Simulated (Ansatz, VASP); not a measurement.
**ZnO: VASP beside Ansatz**

```xyz
2
Lattice="4.7114 0.0000 0.0000 0.0000 4.7114 0.0000 0.0000 0.0000 3.4589" Properties=species:S:1:pos:R:3 pbc="T T T"
Zn    0.0000    0.0000    0.0000
O     0.0000    0.0000    1.7294
```

Alike in both runs: functional PBE; k mesh 6 × 6 × 8; occupations gaussian, width 0.02 eV; no spin polarisation.

Ansatz relaxed the structure, and its values are those at the end. VASP's run is a single point on that final structure, the one shown.

|  | VASP | Ansatz |
| --- | --- | --- |
| version | VASP 6.6.1 | Ansatz 0.2.0 |
| potentials or method | VASP PAW PBE potentials, release 64 (Zn, O), cutoff 520 eV | scalar-relativistic, plane waves, PAW |
| valence electrons in the cell | 18 | 18 |

Ansatz gave:

```
gap on the k mesh at the Fermi level (eV) : 1.85
least direct gap on the mesh (eV)         : 3.35
pressure (GPa)                            : 0.0
```

Q: Which values does VASP return?

A: gap on the k mesh at the Fermi level (eV): 1.84; least direct gap on the mesh (eV): 3.33; pressure (GPa): 0.5.

With one functional, cell and mesh, what is left measures potentials, basis and numerics.
